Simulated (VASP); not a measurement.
Runs of VASP 6.6.1 on MnS. The structure is that of space group Fm-3m (No. 225), or close to it. The cells are those of the table. 

```tsv
task	level	potentials or basis	cell	cutoff (eV)	smearing	gap on the mesh (eV)	pressure (GPa)	moment (μB)
single point	revPBE+D3(BJ)	VASP PAW PBE potentials, release 64 (Mn_pv, S)	a = 3.550 Å, angles 60.0°, 2 atoms	520	fermi-dirac 0.05 eV	none	0.0	4.42
relaxation of cell and atoms	PBE	VASP PAW PBE potentials, release 64 (Mn_pv, S)	relaxed from a = 3.634 Å, angles 60.0°, 2 atoms	600	fermi-dirac 0.1 eV	none	-0.1	(a)
single point	PBE	VASP PAW PBE potentials, release 64 (Mn_pv, S)	a = 3.683 Å, angles 60.0°, 2 atoms	520	gaussian 0.012 eV	none	-2.9	4.72
single point	LDA	VASP PAW LDA potentials, release 64 (Mn_pv, S)	a = 3.683 Å, angles 60.0°, 2 atoms	520	fermi-dirac 0.05 eV	none	(b)	4.50
single point	PBE	VASP PAW PBE potentials, release 64 (Mn_pv, S)	a = 3.683 Å, angles 60.0°, 2 atoms	520	gaussian 0.011 eV	none	-2.9	4.72
```

Alike in all rows: spin collinear, ferromagnetic start; k mesh 9 × 9 × 9.

**Question.** Fill in the values left out.

**Answer.** (a) 4.52; (b) -12.4.

Caveats: a cell with one magnetic atom can't hold antiferromagnetic order, which such compounds often take; semilocal functionals often make such compounds metallic where correlation or magnetic order opens a gap, which also shifts bond lengths; the PAW data sets were made with another functional, which shifts forces and pressure a little (some runs); pairwise dispersion overbinds metals, which lowers pressure and volume (some runs).

A gap of «none» marks levels without a gap at the run's occupations.
